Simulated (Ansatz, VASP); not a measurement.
# One calculation of SnO2, two programs

The input INCAR:

```
PREC = Accurate ; ENCUT = 520
EDIFF = 1E-7 ; ISMEAR = 0
SIGMA = 0.01 ; LREAL = F
LASPH = T ; NELM = 60
ALGO = Normal ; ISIF = 2
LWAVE = F ; LCHARG = T
GGA = PE ; LELF = T
LVHAR = T ; NBANDS = 35
```

File KPOINTS:

```
Automatic mesh
0
Gamma
  4 4 6
```

POSCAR

```
SnO2
1.0
    4.7797466444      0.0000000000      0.0000000000
    0.0000000000      4.7797466444      0.0000000000
    0.0000000000      0.0000000000      3.2145763365
Sn O
2 4
Direct
    0.0000000000      0.0000000000      0.0000000000
    0.5000000000      0.5000000000      0.5000000000
    0.3071000000      0.3071000000      0.0000000000
    0.1929000000      0.8071000000      0.5000000000
    0.6929000000      0.6929000000      0.0000000000
    0.8071000000      0.1929000000      0.5000000000
```

Input for Ansatz:

```yaml
crystal:
  lattice:
    - [4.7797466444350905, 0.0, 0.0]
    - [0.0, 4.7797466444350905, 0.0]
    - [0.0, 0.0, 3.2145763365328017]
  atoms:
    - { symbol: Sn, position: [0.0, 0.0, 0.0] }
    - { symbol: Sn, position: [0.5, 0.5, 0.5] }
    - { symbol: O, position: [0.3071, 0.3071, 0.0] }
    - { symbol: O, position: [0.1929, 0.8071, 0.5] }
    - { symbol: O, position: [0.6929, 0.6929, 0.0] }
    - { symbol: O, position: [0.8071, 0.1929, 0.5] }
basis:
  ecutwfc: 470.0
kpoints:
  mp_grid:
    grid: [4, 4, 6]
hamiltonian:
  xc: pbe
scf:
  occupations:
    method: fixed
output:
  stress: true
```

Alike in both runs: task single point; functional PBE; k mesh 4 × 4 × 6; no spin polarisation.

|  | VASP | Ansatz |
| --- | --- | --- |
| version | VASP 6.6.1 | Ansatz 0.2.0 |
| potentials or method | VASP PAW PBE potentials, release 64 (Sn_d, O), cutoff 520 eV | plane waves, PAW |
| occupations | gaussian, width 0.01 eV | fixed |
| valence electrons in the cell | 52 | 52 |

Ansatz gave:

* pressure (GPa): 5.3
* traceless stress, the component that is largest in VASP (GPa): 0.76

**Question.** What did VASP give for the same quantities?

**Answer.** Pressure (GPa): 5.9; traceless stress, the component that is largest in VASP (GPa): 1.00.
